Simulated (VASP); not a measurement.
Set up this calculation in VASP 6.6.1, as the native input.

* Task: single point
* Functional: PBE
* Potentials or basis: VASP PAW PBE potentials, release 64 (W_sv, Cl, F)
* Cutoff: 520 eV
* k mesh: 6 × 6 × 6
* Occupations: gaussian, width 0.1 eV
* Spin: collinear spin, ferrimagnetic start
* Starting moments: [0.04, 0.0, 0.0, -0.73, -0.73] μB
* Dipole correction: no
* Further INCAR settings: ALGO = Normal; EDIFF = 1e-06; NBANDS = 33

The structure of WCl2F2 lies in POSCAR:

```
WCl2F2
1.0
   -1.5222017957      1.5222017957      7.6548091640
    1.5222017957     -1.5222017957      7.6548091640
    1.5222017957      1.5222017957     -7.6548091640
W Cl F
1 2 2
Direct
    0.0000000000      0.0000000000      0.0000000000
    0.4028471978      0.4028471978      0.0000000000
    0.5971528022      0.5971528022      0.0000000000
    0.7500000000      0.2500000000      0.5000000000
    0.2500000000      0.7500000000      0.5000000000
```

The input as run:

INCAR

```
SYSTEM = WCl2F2
PREC = Accurate ; ENCUT = 520
EDIFF = 1E-6 ; ISMEAR = 0
SIGMA = 0.1 ; LREAL = .False.
LASPH = .True. ; NELM = 150
ALGO = Normal ; ISIF = 2
LWAVE = .False. ; LCHARG = .False.
ISPIN = 2 ; MAGMOM = 0.04 0 0 -0.73 -0.73
LORBIT = 11 ; LMAXMIX = 4
GGA = PE ; NBANDS = 33
```

KPOINTS

```
regular mesh
0
Gamma
  6 6 6
  0 0 0
```

Potentials or basis: VASP PAW PBE potentials, release 64 (W_sv, Cl, F).

The run is started by

```sh
$ cat potpaw_PBE.64/W_sv/POTCAR potpaw_PBE.64/Cl/POTCAR potpaw_PBE.64/F/POTCAR > POTCAR
$ mpirun -np 1 vasp_std > vasp.out
```

Results of the run:

- Pressure: -0.2 GPa
- Largest force: 0.003 eV/Å
- Net moment: -1.28 μB per cell
- Site moments: W +0.04; Cl -0.00; F -0.63 μB
- Valence electrons inside the program's atomic spheres: W 11.77; Cl 5.00; F 5.89

Caveat: the k points lie up to 0.49 Å⁻¹ apart.

It took 24 min on 1 thread of Intel Xeon 6975P-C (shared host), peak memory 0.7 GiB.
